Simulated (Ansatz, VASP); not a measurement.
## Li2HgI4 in VASP and in Ansatz

The input INCAR:

```
PREC = Accurate ; ENCUT = 600
EDIFF = 1E-6 ; ISMEAR = 0
SIGMA = 0.15 ; LREAL = False
LASPH = True ; NELM = 80
ALGO = Normal ; ISIF = 3
LWAVE = False ; LCHARG = False
GGA = PE ; IBRION = 2
NSW = 36 ; EDIFFG = -0.08
```

The input KPOINTS:

```
regular mesh
0
Gamma
  3 3 2
```

The input POSCAR:

```
Li2HgI4
1.0
    5.7189673500      0.0000000000      0.0000000000
   -2.8594836700      4.9527710100      0.0000000000
    0.0000000000      0.0000000000      9.2883920500
Li Hg I
2 1 4
Direct
    0.3333333300      0.6666666700      0.0000000000
    0.6666666700      0.3333333300      0.0000000000
    0.0000000000      0.0000000000      0.5000000000
    0.3333333300      0.6666666700      0.3572342600
    0.3333333300      0.6666666700      0.6427657400
    0.6666666700      0.3333333300      0.6427657400
    0.6666666700      0.3333333300      0.3572342600
```

Input for Ansatz:

```yaml
crystal:
  lattice:
    - [5.71896735, 0.0, 0.0]
    - [-2.85948367, 4.95277101, 0.0]
    - [0.0, 0.0, 9.28839205]
  atoms:
    - { symbol: Li, position: [0.33333333, 0.66666667, 0.0] }
    - { symbol: Li, position: [0.66666667, 0.33333333, 0.0] }
    - { symbol: Hg, position: [0.0, 0.0, 0.5] }
    - { symbol: I, position: [0.33333333, 0.66666667, 0.35723426] }
    - { symbol: I, position: [0.33333333, 0.66666667, 0.64276574] }
    - { symbol: I, position: [0.66666667, 0.33333333, 0.64276574] }
    - { symbol: I, position: [0.66666667, 0.33333333, 0.35723426] }
basis:
  ecutwfc: 420
kpoints:
  mp_grid: { grid: [3, 3, 2] }
hamiltonian:
  xc: pbe
scf:
  occupations: { method: gaussian, width: 0.15 }
  lower_state_search: "off"
output:
  forces: true
  stress: true
  eigenvalues: true
relax:
  adjacent_minimum: "off"
  f_tol: 0.08
  max_steps: 16
  cell: { stress_tol: 0.8 }
```

Alike in both runs: task relaxation of cell and atoms; functional PBE; k mesh 3 × 3 × 2; occupations gaussian, width 0.15 eV; no spin polarisation.

|  | VASP | Ansatz |
| --- | --- | --- |
| version | VASP 6.6.1 | Ansatz 0.2.0 |
| potentials or method | VASP PAW PBE potentials, release 64 (Li_sv, Hg, I), cutoff 600 eV | scalar-relativistic, plane waves, PAW |
| valence electrons in the cell | 46 | 94 |

VASP gave:

```
gap on the k mesh at the Fermi level, each at its own relaxed structure (eV) : none
relaxed volume (Å³/atom)                                                     : 47.66
relaxed cell length with the largest relative difference (Å)                 : 9.358
```

Q: Estimate Ansatz's values.

A: gap on the k mesh at the Fermi level, each at its own relaxed structure (eV): none; relaxed volume (Å³/atom): 46.28; relaxed cell length with the largest relative difference (Å): 9.092.

A gap of «none» marks a metal or a gap that the smearing closes. VASP's potentials hold 46 valence electrons a cell and Ansatz's 94, so a difference there can come from the potentials and not from the codes.

The k mesh is coarse, so the values compare programs but aren't converged. Neither program's run includes spin-orbit coupling. Noted on VASP's run: the cutoff is short for stress, so the pressure is rough; the volume moved by over 15 % at a fixed basis, so the end points are rough.
